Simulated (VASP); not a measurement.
A run of VASP 6.6.1 is set up as follows.

Contents of INCAR:

```
SYSTEM = PbO2
PREC = Accurate ; ENCUT = 520
EDIFF = 1E-7 ; ISMEAR = 0
SIGMA = 0.1 ; LREAL = .False.
LASPH = .True. ; NELM = 60
ALGO = Normal ; ISIF = 2
LWAVE = .False. ; LCHARG = .False.
GGA = PS ; NBANDS = 35
```

Contents of KPOINTS:

```
Automatic mesh
0
Gamma
  8 8 10
  0 0 0
```

File POSCAR:

```
PbO2
1.0
    5.1471785214      0.0000000000      0.0000000000
    0.0000000000      5.1471785214      0.0000000000
    0.0000000000      0.0000000000      3.3327647504
Pb O
2 4
Direct
    0.0000000000      0.0000000000      0.0000000000
    0.5000000000      0.5000000000      0.5000000000
    0.3083599168      0.3083599168      0.0000000000
    0.1916400832      0.8083599168      0.5000000000
    0.6916400832      0.6916400832      0.0000000000
    0.8083599168      0.1916400832      0.5000000000
```

Potentials or basis: VASP PAW PBE potentials, release 64 (Pb_d, O).

Launch:

```bash
$ cat potpaw_PBE.64/Pb_d/POTCAR potpaw_PBE.64/O/POTCAR > POTCAR
$ mpirun -np 1 vasp_std > vasp.out
```

Question: Predict the band gap on the k mesh.

Answer: 0.01 eV (least direct gap 0.04 eV).

Question: Estimate the pressure.

Answer: -2.5 GPa.

Question: What does it give for the largest force?

Answer: 0.020 eV/Å.

Stress tensor (GPa, compression positive):
```
-3.99  0.00  0.00
 0.00 -3.99  0.00
 0.00  0.00  0.38
```

Caveat: the cell differs from its parent crystal (biaxial strain in the a-b plane: +3.0 %, then relaxed in part); the PAW data sets were made with another functional, which shifts forces and pressure a little; spin-orbit coupling is left out, which moves the levels of the heavy elements. A k mesh can miss the band edges.
